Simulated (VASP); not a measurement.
# Tl2Cr (P6/mmm) in VASP: further runs, part 2 of 2

VASP 6.6.1. The steps go on from the part before.

## 3. Relaxation of cell and atoms, PBE, collinear spin, ferromagnetic start

This run uses another cell than the first one, of 21.85 Å³/atom.

Contents of INCAR:

```
SYSTEM = Tl2Cr
PREC = Accurate
ENCUT = 600
EDIFF = 1E-6
ISMEAR = 0
SIGMA = 0.1
LREAL = .FALSE.
LASPH = .TRUE.
NELM = 150
ALGO = Fast
ISIF = 3
LWAVE = .FALSE.
LCHARG = .FALSE.
ISPIN = 2
MAGMOM = 4.53 0 0
LORBIT = 11
LMAXMIX = 4
GGA = PE
IBRION = 2
NSW = 90
EDIFFG = -0.04
```

Contents of KPOINTS:

```
regular mesh
0
G
  6 6 4
  0 0 0
```

Contents of POSCAR:

```
Tl2Cr
1.0
    4.1231473068      0.0000000000      0.0000000000
   -2.0615736534      3.5707503112      0.0000000000
    0.0000000000      0.0000000000      4.4519032382
Cr Tl
1 2
Direct
    0.0000000000      0.0000000000      0.0000000000
    0.3333333333      0.6666666667      0.5000000000
    0.6666666667      0.3333333333      0.5000000000
```

Potentials or basis: VASP PAW PBE potentials, release 64 (Cr_pv, Tl_d).

Run with:

```bash
> cat potpaw_PBE.64/Cr_pv/POTCAR potpaw_PBE.64/Tl_d/POTCAR > POTCAR
> mpirun -np 1 vasp_std > vasp.out
```

OUTCAR:

```text
SYSTEM = Tl2Cr
   PREC = Accurate
   ENCUT = 600
   EDIFF = 1E-6
   ISMEAR = 0
   LREAL = .FALSE.
   LASPH = .TRUE.
   NELM = 150
   ISIF = 3
   ISPIN = 2
   LORBIT = 11
   GGA = PE
   IBRION = 2
   NSW = 90
   EDIFFG = -0.04

 ion  position               nearest neighbor table
   1  0.000  0.000  0.000-   2 3.26   3 3.26   2 3.26   3 3.26   2 3.26   2 3.26   3 3.26   3 3.26
                             3 3.26   3 3.26   2 3.26   2 3.26
   2  0.333  0.667  0.500-   3 2.38   3 2.38   3 2.38   1 3.26   1 3.26   1 3.26   1 3.26   1 3.26
                             1 3.26
   3  0.667  0.333  0.500-   2 2.38   2 2.38   2 2.38   1 3.26   1 3.26   1 3.26   1 3.26   1 3.26
                             1 3.26

  LATTYP: Found a hexagonal cell.
 ALAT       =     4.1231473068
 C/A-ratio  =     1.0797342193

  Lattice vectors:

 A1 = (   4.1231473068,   0.0000000000,   0.0000000000)
 A2 = (  -2.0615736534,   3.5707503112,   0.0000000000)
 A3 = (   0.0000000000,   0.0000000000,   4.4519032382)

Analysis of symmetry for initial positions (statically):
=====================================================================
 Subroutine PRICEL returns:
 Original cell was already a primitive cell.

 Routine SETGRP: Setting up the symmetry group for a
 hexagonal supercell.

 Subroutine GETGRP returns: Found 24 space group operations
 (whereof 24 operations were pure point group operations)
 out of a pool of 24 trial point group operations.

The static configuration has the point symmetry D_6h.

Analysis of symmetry for dynamics (positions and initial velocities):
=====================================================================
 Subroutine PRICEL returns:
 Original cell was already a primitive cell.

 Routine SETGRP: Setting up the symmetry group for a
 hexagonal supercell.

 Subroutine GETGRP returns: Found 24 space group operations
 (whereof 24 operations were pure point group operations)
 out of a pool of 24 trial point group operations.

The dynamic configuration has the point symmetry D_6h.

Analysis of structural, dynamic, and magnetic symmetry:
=====================================================================
 Subroutine PRICEL returns:
 Original cell was already a primitive cell.

 Routine SETGRP: Setting up the symmetry group for a
 hexagonal supercell.

 Subroutine GETGRP returns: Found 24 space group operations
 (whereof 24 operations were pure point group operations)
 out of a pool of 24 trial point group operations.

The overall configuration has the point symmetry D_6h.

 Subroutine INISYM returns: Found 24 space group operations
 (whereof 24 operations are pure point group operations),
 and found     1 'primitive' translations

----------------------------------------------------------------------------------------

                                     Primitive cell

  volume of cell :      65.5442

  direct lattice vectors                    reciprocal lattice vectors
     4.123147307  0.000000000  0.000000000     0.242533173  0.140026593  0.000000000
[... 66 lines left out ...]
   k-points           NKPTS =     21   k-points in BZ     NKDIM =     21   number of bands    NBANDS=     25
   number of dos      NEDOS =    301   number of ions     NIONS =      3
   total plane-waves  NPLWV =  46656
   dimension x,y,z NGX =    36 NGY =   36 NGZ =   36
   dimension x,y,z NGXF=    72 NGYF=   72 NGZF=   72
   ions per type =               1   2
   NGX,Y,Z   is equivalent  to a cutoff of  14.52, 14.52, 13.44 a.u.
   NGXF,Y,Z  is equivalent  to a cutoff of  29.03, 29.03, 26.89 a.u.
 SYSTEM =  Tl2Cr
   PREC   = accura    normal or accurate (medium, high low for compatibility)
   ISTART =      0    job   : 0-new  1-cont  2-samecut
   ICHARG =      2    charge: 1-file 2-atom 10-const
   ISPIN  =      2    spin polarized calculation?
   LNONCOLLINEAR =      F non collinear calculations
   LSORBIT =      F    spin-orbit coupling
   LASPH  =      T    aspherical Exc in radial PAW
   ENCUT  =  600.0 eV  44.10 Ry    6.64 a.u.   8.23  8.23  8.89*2*pi/ulx,y,z
   NELM   =    150;   NELMIN=  2; NELMDL= -5     # of ELM steps
   EDIFF  = 0.1E-05   stopping-criterion for ELM
   LREAL  =      F    real-space projection
   EDIFFG = -.4E-01   stopping-criterion for IOM
   NSW    =     90    number of steps for IOM
   IBRION =      2    ionic relax: 0-MD 1-quasi-New 2-CG
   NFREE  =      1    steps in history (QN), initial steepest desc. (CG)
   ISIF   =      3    stress and relaxation
   ISYM   =      2    0-nonsym 1-usesym 2-fastsym
   POTIM  = 0.5000    time-step for ionic-motion
   TEBEG  =    0.0;   TEEND  =   0.0 temperature during run
   PSTRESS=    0.0 pullay stress
   NELECT =      38.0000    total number of electrons
   NUPDOWN=      -1.0000    fix difference up-down
   EMIN   =  10.00;   EMAX   =-10.00  energy-range for DOS
   EFERMI =   0.00;   METHOD = LEGACY
   ISMEAR =     0;   SIGMA  =   0.10  broadening in eV -4-tet -1-fermi 0-gaus
   EFERMI_NEDOS =   21; number of points for ismear=-14 and -15
   IALGO  =     68    algorithm
   IMIX   =      4    mixing-type and parameters
     AMIX     =   0.40;   BMIX     =  1.00
     AMIX_MAG =   1.60;   BMIX_MAG =  1.00
  volume/ion in A,a.u.               =      21.85       147.44
  Fermi-wavevector in a.u.,A,eV,Ry     =   1.365080  2.579627 25.353676  1.863443
  Thomas-Fermi vector in A             =   2.491339
   LORBIT       =     11    0 simple, 1 ext, 2 COOP (PROOUT), +10 PAW based schemes
   GGA     = PE    functional components
   LHFCALC =     F    Hartree Fock is set to
   AEXX    =    0.0000 exact exchange contribution
   IVDW    =     0    specifies the selected vdW correction
   LEPSILON=     F    determine dielectric tensor
   LRPA    =     F    only Hartree local field effects (RPA)
 conjugate gradient relaxation of ions
 spin polarized calculation
 RMM-DIIS sequential band-by-band and
 Gauss-broadening in eV      SIGMA  =   0.10
  energy-cutoff  :      600.00
  volume of cell :       65.54
 maximum number of plane-waves:      2214
 NGX is ok and might be reduce to    36
   NGX = 17   NGY = 17   NGZ = 17

--------------------------------------- Ionic step        1  -------------------------------------------

 number of electron      38.0000008 magnetization       4.2264732

 Free energy of the ion-electron system (eV)
  ---------------------------------------------------
  ext. energy  EPLUGINS =         0.00000000
  ---------------------------------------------------
  free energy    TOTEN  =        -7.54548294 eV

  energy without entropy =       -7.53298514  energy(sigma->0) =       -7.53923404

------------------------ aborting loop because EDIFF is reached ----------------------------------------

  FORCE on cell =-STRESS in cart. coord.  units (eV):
  Direction    XX          YY          ZZ          XY          YZ          ZX
  --------------------------------------------------------------------------------------
  -------------------------------------------------------------------------------------
  Total       23.6261990     23.6261990     -0.9460253      0.0000000     -0.0000000      0.0000000
  in kB      577.5244703    577.5244703    -23.1248701      0.0000000     -0.0000000      0.0000000
  external PRESSURE =     377.3080235 kB  Pullay stress =       0.0000000 kB
[... 2473 lines left out ...]
     24       6.4758      0.00000
     25      11.2067      0.00000

[... ionic steps 4 to 14 ...]

--------------------------------------- Ionic step       15  -------------------------------------------

 number of electron      37.9999983 magnetization      -4.3486338

------------------------ aborting loop because EDIFF is reached ----------------------------------------
[... 69 lines left out ...]
--------------------------------------- Ionic step       17  -------------------------------------------

 number of electron      37.9999983 magnetization      -4.3414720

 Free energy of the ion-electron system (eV)
  ---------------------------------------------------
  ext. energy  EPLUGINS =         0.00000000
  ---------------------------------------------------
  free energy    TOTEN  =       -12.08404385 eV

  energy without entropy =      -12.07323098  energy(sigma->0) =      -12.07863741

 E-fermi :   6.3657     XC(G=0): -10.2803

 val. band max:        6.3310137761   @ k =   0.3333   0.1667   0.5000
 cond. band min:       6.3698447577   @ k =   0.1667   0.0000   0.2500
 fundamental gap:      0.0388309816
 Fermi energy:         6.3656567575
[... 1209 lines left out ...]
  FREE ENERGIE OF THE ION-ELECTRON SYSTEM (eV)
  ---------------------------------------------------
  free  energy   TOTEN  =       -12.0840438474 eV

  energy  without entropy=      -12.0732309780  energy(sigma->0) =      -12.07863741

 reached required accuracy - stopping structural energy minimisation

 total charge

# of ion       s       p       d       tot
------------------------------------------
    1        0.225   6.073   4.124  10.423
    2        1.137   0.486   9.636  11.260
    3        1.137   0.486   9.636  11.260
--------------------------------------------------
tot          2.500   7.046  23.397  32.943

 magnetization (x)

# of ion       s       p       d       tot
------------------------------------------
    1       -0.066  -0.027  -3.890  -3.983
    2       -0.017   0.059  -0.011   0.031
    3       -0.017   0.059  -0.011   0.031
--------------------------------------------------
tot         -0.100   0.091  -3.912  -3.921
```

OSZICAR:

```text
N       E                     dE             d eps       ncg     rms          rms(c)
DAV:   1     0.321418212639E+03    0.32142E+03   -0.22445E+04  2108   0.170E+03
[... 262 lines left out ...]
RMM:   2    -0.120862444689E+02    0.46297E-02   -0.12777E-02  2105   0.833E-01    0.598E-01
RMM:   3    -0.120848145035E+02    0.14300E-02   -0.28688E-03  2101   0.388E-01    0.185E-01
RMM:   4    -0.120841031662E+02    0.71134E-03   -0.14379E-03  2101   0.225E-01    0.940E-02
RMM:   5    -0.120840417184E+02    0.61448E-04   -0.34684E-04  2119   0.130E-01    0.395E-02
RMM:   6    -0.120840405795E+02    0.11389E-05   -0.10532E-04  2165   0.535E-02    0.223E-02
RMM:   7    -0.120840433534E+02   -0.27739E-05   -0.29250E-05  1746   0.232E-02    0.175E-02
RMM:   8    -0.120840438474E+02   -0.49406E-06   -0.62137E-06  1479   0.107E-02
  17 F= -.12084044E+02 E0= -.12078637E+02  d E =-.483237E-03  mag=    -4.3415
```

CONTCAR:

```text
Tl2Cr
   1.00000000000000
     5.3543588524563273    0.0000000000000000    0.0000000000000000
    -2.6771794262281636    4.6370107871385375   -0.0000000000000000
    -0.0000000000000000   -0.0000000000000000    3.1012397393534696
  Cr              Tl
     1     2
Direct
     0.0000000000000000    1.0000000000000000    0.0000000000000000
     0.3333333332999970    0.6666666667000030    0.5000000000000000
     0.6666666667000030    0.3333333332999970    0.5000000000000000

  0.00000000E+00  0.00000000E+00  0.00000000E+00
  0.00000000E+00  0.00000000E+00  0.00000000E+00
  0.00000000E+00  0.00000000E+00  0.00000000E+00
```

Wall time 26 min (1 thread of AMD EPYC 7R43 (Zen 3), shared host); peak memory 0.24 GiB.

Results:

```
Free energy                                           : -12.0840 eV
Relaxed volume                                        : 25.67 Å³/atom
Relaxed cell                                          : a = 5.354 Å, b = 5.354 Å, c = 3.101 Å, α = 90.00°, β = 90.00°, γ = 120.00°
Space group after relaxing (to 0.1 Å)                 : P6/mmm (No. 191)
Pressure after relaxing                               : 0.0 GPa
Net moment                                            : -4.34 μB per cell
Site moments                                          : Cr -3.98; Tl +0.03 μB
Valence electrons inside the program's atomic spheres : Cr 10.42; Tl 11.26
```

Final structure:
```
Cr Tl
1.0
     5.35436    0.00000    0.00000
    -2.67718    4.63701    0.00000
     0.00000    0.00000    3.10124
Cr Tl
1 2
Direct
  0.00000 0.00000 0.00000
  0.33333 0.66667 0.50000
  0.66667 0.33333 0.50000
```

Caveat: the volume moved by over 15 % at a fixed basis, so the end points are rough; spin-orbit coupling is left out, which moves the levels of the heavy elements.
